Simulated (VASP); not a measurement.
# Si4P (P-6m2) in VASP: notebook

Si4P is run at these levels: PBE; tasks: single point, relaxation of cell and atoms.

Program: VASP 6.6.1. These are calculated values, not measurements. Logs are shortened: lines on timing, memory, paths and dates and some standing lists are left out, and cuts for length are marked.

## 1. The cell of the first run

Symmetry: P-6m2, No. 187, hexagonal system. Conventional cell: a = 3.673 Å, b = 3.673 Å, c = 9.861 Å, α = 90.00°, β = 90.00°, γ = 120.00°. Within 3.1 Å of Si (site symmetry 3m) lie 2 Si at 2.34 to 2.59 Å. Within 2.8 Å of Si (site symmetry -6m2) lie 3 P at 2.12 Å and 2 Si at 2.59 Å. Si (site symmetry -6m2) has 2 Si at 2.34 Å within 3.1 Å. P (site symmetry -6m2) has 3 Si at 2.12 Å within 2.8 Å.

## 2. Single point, PBE

INCAR reads:

```
SYSTEM = Si4P
PREC = Accurate
ENCUT = 520
EDIFF = 1E-6
ISMEAR = 0
SIGMA = 0.2
LREAL = .False.
LASPH = .True.
NELM = 80
ALGO = Normal
ISIF = 2
LWAVE = .False.
LCHARG = .False.
GGA = PE
NBANDS = 32
```

KPOINTS reads:

```
Automatic mesh
0
Gamma
  6 6 1
  0 0 0
```

POSCAR reads:

```
Si4P
1.0
    3.6725036951      0.0000000000      0.0000000000
   -1.8362518476      3.1804814955      0.0000000000
    0.0000000000      0.0000000000     19.7219065701
Si P
8 2
Direct
    0.3333333333      0.6666666667      0.3811724155
    0.3333333333      0.6666666667      0.8811724155
    0.3333333333      0.6666666667      0.1188275845
    0.3333333333      0.6666666667      0.6188275845
    0.3333333333      0.6666666667      0.2500000000
    0.3333333333      0.6666666667      0.7500000000
    0.3333333333      0.6666666667      0.0000000000
    0.3333333333      0.6666666667      0.5000000000
    0.6666666667      0.3333333333      0.2500000000
    0.6666666667      0.3333333333      0.7500000000
```

Potentials or basis: VASP PAW PBE potentials, release 64 (Si, P).

Started as:

```
$ cat potpaw_PBE.64/Si/POTCAR potpaw_PBE.64/P/POTCAR > POTCAR
$ mpirun -np 1 vasp_std > vasp.out
```

OUTCAR:

```text
SYSTEM = Si4P
   PREC = Accurate
   ENCUT = 520
   EDIFF = 1E-6
   ISMEAR = 0
   LREAL = .False.
   LASPH = .True.
   NELM = 80
   ISIF = 2
   GGA = PE

 ion  position               nearest neighbor table
   1  0.333  0.667  0.381-   8 2.34   5 2.59
   2  0.333  0.667  0.881-   7 2.34   6 2.59
   3  0.333  0.667  0.119-   7 2.34   5 2.59
   4  0.333  0.667  0.619-   8 2.34   6 2.59
   5  0.333  0.667  0.250-   9 2.12   9 2.12   9 2.12   1 2.59   3 2.59
   6  0.333  0.667  0.750-  10 2.12  10 2.12  10 2.12   2 2.59   4 2.59
   7  0.333  0.667  0.000-   2 2.34   3 2.34
   8  0.333  0.667  0.500-   4 2.34   1 2.34
   9  0.667  0.333  0.250-   5 2.12   5 2.12   5 2.12
  10  0.667  0.333  0.750-   6 2.12   6 2.12   6 2.12

  LATTYP: Found a hexagonal cell.
 ALAT       =     3.6725036951
 C/A-ratio  =     5.3701529549

  Lattice vectors:

 A1 = (   3.6725036951,   0.0000000000,   0.0000000000)
 A2 = (  -1.8362518476,   3.1804814955,   0.0000000000)
 A3 = (   0.0000000000,   0.0000000000,  19.7219065701)

Analysis of symmetry for initial positions (statically):
=====================================================================
 Subroutine PRICEL returns following result:

  LATTYP: Found a hexagonal cell.
 ALAT       =     3.6725036951
 C/A-ratio  =     2.6850764774

  Lattice vectors:

 A1 = (   3.6725036951,   0.0000000000,   0.0000000000)
 A2 = (  -1.8362518476,   3.1804814955,   0.0000000000)
 A3 = (   0.0000000000,   0.0000000000,   9.8609532850)

   2 primitive cells build up your supercell.

 Routine SETGRP: Setting up the symmetry group for a
 hexagonal supercell.

 Subroutine GETGRP returns: Found 12 space group operations
 (whereof 12 operations were pure point group operations)
 out of a pool of 24 trial point group operations.

The static configuration has the point symmetry D_3h.

Analysis of symmetry for dynamics (positions and initial velocities):
=====================================================================
 Subroutine PRICEL returns following result:

  LATTYP: Found a hexagonal cell.
 ALAT       =     3.6725036951
 C/A-ratio  =     2.6850764774

  Lattice vectors:

 A1 = (   3.6725036951,   0.0000000000,   0.0000000000)
 A2 = (  -1.8362518476,   3.1804814955,   0.0000000000)
[... 102 lines left out ...]
   NSW    =      0    number of steps for IOM
   IBRION =     -1    ionic relax: 0-MD 1-quasi-New 2-CG
   NFREE  =      0    steps in history (QN), initial steepest desc. (CG)
   ISIF   =      2    stress and relaxation
   ISYM   =      2    0-nonsym 1-usesym 2-fastsym
   POTIM  = 0.5000    time-step for ionic-motion
   TEBEG  =    0.0;   TEEND  =   0.0 temperature during run
   PSTRESS=    0.0 pullay stress
   NELECT =      42.0000    total number of electrons
   NUPDOWN=      -1.0000    fix difference up-down
   EMIN   =  10.00;   EMAX   =-10.00  energy-range for DOS
   EFERMI =   0.00;   METHOD = LEGACY
   ISMEAR =     0;   SIGMA  =   0.20  broadening in eV -4-tet -1-fermi 0-gaus
   EFERMI_NEDOS =   21; number of points for ismear=-14 and -15
   IALGO  =     38    algorithm
   IMIX   =      4    mixing-type and parameters
     AMIX     =   0.40;   BMIX     =  1.00
     AMIX_MAG =   1.60;   BMIX_MAG =  1.00
  volume/ion in A,a.u.               =      23.04       155.45
  Fermi-wavevector in a.u.,A,eV,Ry     =   0.928303  1.754239 11.724782  0.861747
  Thomas-Fermi vector in A             =   2.054466
   LORBIT       =      0    0 simple, 1 ext, 2 COOP (PROOUT), +10 PAW based schemes
   GGA     = PE    functional components
   LHFCALC =     F    Hartree Fock is set to
   AEXX    =    0.0000 exact exchange contribution
   IVDW    =     0    specifies the selected vdW correction
   LEPSILON=     F    determine dielectric tensor
   LRPA    =     F    only Hartree local field effects (RPA)
 non-spin polarized calculation
 Gauss-broadening in eV      SIGMA  =   0.20
  energy-cutoff  :      520.00
  volume of cell :      230.36
 maximum number of plane-waves:      6243
 NGX is ok and might be reduce to    28

 number of electron      42.0000001 magnetization

 Free energy of the ion-electron system (eV)
  ---------------------------------------------------
  ext. energy  EPLUGINS =         0.00000000
  ---------------------------------------------------
  free energy    TOTEN  =       -42.82915142 eV

  energy without entropy =      -42.68741300  energy(sigma->0) =      -42.75828221

 E-fermi :   4.7969     XC(G=0):  -9.0650

 val. band max:        4.6901805796   @ k =   0.1667   0.0000   0.0000
 cond. band min:       4.8096859142   @ k =   0.1667   0.0000   0.0000
 fundamental gap:      0.1195053346
 Fermi energy:         4.7969185409

 k-point     1 :       0.0000    0.0000    0.0000
  band No.  band energies     occupation
      1      -9.8856      2.00000
      2      -9.8847      2.00000
      3      -5.2482      2.00000
      4      -5.0202      2.00000
      5      -4.2522      2.00000
      6      -3.4158      2.00000
[... 234 lines left out ...]
     31       8.0219      0.00000
     32       8.1671      0.00000

------------------------ aborting loop because EDIFF is reached ----------------------------------------

  FORCE on cell =-STRESS in cart. coord.  units (eV):
  Direction    XX          YY          ZZ          XY          YZ          ZX
  --------------------------------------------------------------------------------------
  -------------------------------------------------------------------------------------
  Total        0.7617120      0.7617120      0.6178118     -0.0000000     -0.0000000      0.0000000
  in kB        5.2978219      5.2978219      4.2969747     -0.0000000     -0.0000000      0.0000000
  external PRESSURE =       4.9642062 kB  Pullay stress =       0.0000000 kB

 VOLUME and BASIS-vectors are now :
 -----------------------------------------------------------------------------
  energy-cutoff  :      520.00
  volume of cell :      230.36
      direct lattice vectors                 reciprocal lattice vectors
     3.672503695  0.000000000  0.000000000     0.272293804  0.157208901  0.000000000
    -1.836251848  3.180481496  0.000000000     0.000000000  0.314417802  0.000000000
     0.000000000  0.000000000 19.721906570     0.000000000  0.000000000  0.050705037

 POSITION                                       TOTAL-FORCE (eV/Angst)
 -----------------------------------------------------------------------------------
     -0.00000      2.12032      7.51745        -0.000000     -0.000000     -0.168985
     -0.00000      2.12032     17.37840        -0.000000     -0.000000     -0.168985
     -0.00000      2.12032      2.34351        -0.000000      0.000000      0.168985
     -0.00000      2.12032     12.20446         0.000000      0.000000      0.168985
     -0.00000      2.12032      4.93048        -0.000000      0.000000      0.000000
     -0.00000      2.12032     14.79143        -0.000000      0.000000      0.000000
     -0.00000      2.12032      0.00000        -0.000000     -0.000000      0.000000
     -0.00000      2.12032      9.86095        -0.000000     -0.000000      0.000000
      1.83625      1.06016      4.93048         0.000000     -0.000000      0.000000
      1.83625      1.06016     14.79143         0.000000     -0.000000      0.000000
 -----------------------------------------------------------------------------------
    total drift:                                0.000000     -0.000000      0.000000

  FREE ENERGIE OF THE ION-ELECTRON SYSTEM (eV)
  ---------------------------------------------------
  free  energy   TOTEN  =       -42.8291514208 eV

  energy  without entropy=      -42.6874129958  energy(sigma->0) =      -42.75828221
```

OSZICAR:

```text
N       E                     dE             d eps       ncg     rms          rms(c)
DAV:   1     0.122563639292E+03    0.12256E+03   -0.16077E+04   448   0.108E+03
DAV:   2    -0.324284157456E+02   -0.15499E+03   -0.14667E+03   568   0.161E+02
DAV:   3    -0.434520379985E+02   -0.11024E+02   -0.10611E+02   592   0.393E+01
DAV:   4    -0.437116136379E+02   -0.25958E+00   -0.25737E+00   544   0.719E+00
DAV:   5    -0.437189242659E+02   -0.73106E-02   -0.73086E-02   608   0.118E+00    0.115E+01
DAV:   6    -0.430384436725E+02    0.68048E+00   -0.16797E+00   584   0.382E+00    0.659E+00
DAV:   7    -0.429175167145E+02    0.12093E+00   -0.12085E+00   544   0.392E+00    0.232E+00
DAV:   8    -0.428293732225E+02    0.88143E-01   -0.37510E-01   584   0.221E+00    0.455E-01
DAV:   9    -0.428299552548E+02   -0.58203E-03   -0.39074E-02   568   0.721E-01    0.359E-01
DAV:  10    -0.428291098681E+02    0.84539E-03   -0.37632E-03   544   0.230E-01    0.170E-01
DAV:  11    -0.428291386011E+02   -0.28733E-04   -0.53371E-04   584   0.969E-02    0.635E-02
DAV:  12    -0.428291495990E+02   -0.10998E-04   -0.14054E-04   544   0.480E-02    0.103E-02
DAV:  13    -0.428291508565E+02   -0.12575E-05   -0.13840E-05   560   0.157E-02    0.757E-03
DAV:  14    -0.428291514208E+02   -0.56428E-06   -0.98809E-07   328   0.440E-03
   1 F= -.42829151E+02 E0= -.42758282E+02  d E =-.141738E+00
```

Run time: 2.3 min. Hardware: 1 thread of Intel Xeon 8259CL, shared host; peak memory 0.34 GiB.

What came out:

```yaml
Free_energy: -42.8292 eV
Pressure: 0.5 GPa
Largest_force: 0.169 eV/Å
Band_gap_on_the_k_mesh: zero (bands 21 and 22 overlap by 2.28 eV)
```

Forces on the atoms (eV/Å):
```
Si   0.000  0.000 -0.169
Si   0.000  0.000 -0.169
Si   0.000  0.000  0.169
Si   0.000  0.000  0.169
Si   0.000  0.000  0.000
Si   0.000  0.000  0.000
Si   0.000  0.000  0.000
Si   0.000  0.000  0.000
P    0.000  0.000  0.000
P    0.000  0.000  0.000
```

## 3. Relaxation of cell and atoms, PBE

This run uses another cell than the first one: it holds 5 atoms, not 10.

INCAR reads:

```
ALGO = Normal
EDIFF = 1E-6
EDIFFG = -0.04
ENCUT = 600
GGA = PE
IBRION = 2
ISIF = 3
ISMEAR = 0
LASPH = True
LCHARG = False
LREAL = False
LWAVE = False
NELM = 100
NSW = 90
PREC = Accurate
SIGMA = 0.1
```

KPOINTS reads:

```
k-points
0
Gamma
  6 6 4
```

POSCAR reads:

```
Si4P
1.0
    3.8586141600      0.0000000000      0.0000000000
   -1.9293070800      3.3416578900      0.0000000000
    0.0000000000      0.0000000000      6.3857741600
Si P
4 1
Direct
    0.3333333300      0.6666666700      0.7187792000
    0.3333333300      0.6666666700      0.2812208000
    0.3333333300      0.6666666700      0.5000000000
    0.3333333300      0.6666666700      0.0000000000
    0.6666666700      0.3333333300      0.5000000000
```

Potentials or basis: VASP PAW PBE potentials, release 64 (Si, P).

Started as:

```
$ cat potpaw_PBE.64/Si/POTCAR potpaw_PBE.64/P/POTCAR > POTCAR
$ mpirun -np 1 vasp_std > vasp.out
```

It took 27 min on 1 thread of Intel Xeon 8259CL, shared host; peak memory 0.24 GiB.

It converged, with:

```
Free energy                           : -21.4316 eV
Relaxed volume                        : 23.30 Å³/atom
Relaxed cell                          : a = 3.645 Å, b = 3.645 Å, c = 10.125 Å, α = 90.00°, β = 90.00°, γ = 120.00°
Space group after relaxing (to 0.1 Å) : P-6m2 (No. 187)
Energy gained by relaxing             : 7139.9 meV/atom
Ionic steps                           : 38
Pressure after relaxing               : -0.2 GPa
Largest force after relaxing          : 0.014 eV/Å
Band gap on the k mesh                : zero (an odd number of electrons rules out a gap without spin polarisation)
```

Forces in eV/Å, atoms in the order of the input:
```
Si   0.000  0.000  0.014
Si   0.000  0.000 -0.014
Si   0.000  0.000  0.000
Si   0.000  0.000  0.000
P    0.000  0.000  0.000
```

Stress tensor (GPa, compression positive):
```
-0.18  0.00  0.00
 0.00 -0.18  0.00
 0.00  0.00 -0.25
```

The path:
```
step  energy change (eV)  largest force (eV/Å)  pressure (GPa)  volume (Å³)
   1              0.0000               49.3615          149.82        82.34
   2            -29.1490               11.1021            5.01       282.61
   3            -30.2363                1.3877           -5.75       329.85
   4            -31.5654                1.0943           -4.97       314.73
   5            -32.1163                1.4506           -2.30       298.58
   6            -32.1265                0.3746           -3.38       303.31
   7            -32.7388                3.1789            0.10       249.52
   8            -32.7395                3.1003            0.02       250.61
   9            -33.2396                2.3498            0.12       229.12
  10            -33.4096                1.7322            1.14       213.36
  11            -33.4097                1.6204            1.49       210.53
  12            -33.6306                1.1065            0.39       211.83
  13            -33.9968                0.0585           -1.78       215.51
  14            -34.0493                0.4667           -2.73       217.11
  15            -34.2271                0.2976           -2.53       212.26
  16            -34.4409                0.1656           -2.12       204.11
  17            -34.5064                1.7477           -0.62       187.24
  18            -34.5365                1.2990           -1.07       191.57
  19            -34.7109                0.9723           -0.82       181.86
  20            -34.9932                0.5237            0.60       154.35
  21            -34.7551                1.9852           13.23       106.18
  22            -34.8806                1.6514            7.04       124.47
  23            -35.0565                1.1671            5.80       121.96
  24            -35.4149                0.3337            3.71       114.42
  25            -34.6677                2.4724           13.18        99.26
  26            -35.4120                0.6819            4.96       112.57
  27            -35.4904                0.2744            5.53       105.92
  28            -35.5170                0.1755            5.01       108.54
  29            -35.5192                0.0783            5.08       107.95
  30            -35.6268                0.0956            2.64       111.92
  31            -35.6746                0.1460           -0.17       117.88
  32            -35.6748                0.1428           -0.03       117.51
  33            -35.6798                0.1639            0.06       117.23
  34            -35.6879                0.2447            0.37       116.38
  35            -35.6882                0.2704            0.47       116.16
  36            -35.6926                0.2063            0.24       116.40
  37            -35.6978                0.0328           -0.41       117.11
  38            -35.6993                0.0138           -0.20       116.52
```

Final structure:
```
CELL_PARAMETERS angstrom
3.64536 0.00000 0.00000
-1.82268 3.15698 0.00000
0.00000 0.00000 10.12468
ATOMIC_POSITIONS crystal
Si 0.33333 0.66667 0.22873
Si 0.33333 0.66667 0.77127
Si 0.33333 0.66667 0.50000
Si 0.33333 0.66667 0.00000
P 0.66667 0.33333 0.50000
```

Levels at points of the mesh, in eV from the Fermi level:
| k point | band 9 | band 10 | band 11 | band 12 | band 13 | band 14 |
| --- | --- | --- | --- | --- | --- | --- |
| (0.00, 0.00, 0.00) | -0.28 | 1.36 | 1.36 | 2.06 | 2.06 | 2.07 |
| (0.50, 0.00, 0.00) | -3.00 | -0.80 | -0.61 | 0.20 | 0.61 | 1.62 |
| (0.00, 0.00, 0.50) | 0.33 | 1.41 | 1.41 | 1.89 | 1.89 | 2.80 |
| (0.50, 0.00, 0.50) | -2.14 | -1.58 | -0.27 | -0.26 | 0.52 | 1.24 |

Caveat: the volume moved by over 15 % at a fixed basis, so the end points are rough.

[end of part 1 of 2]
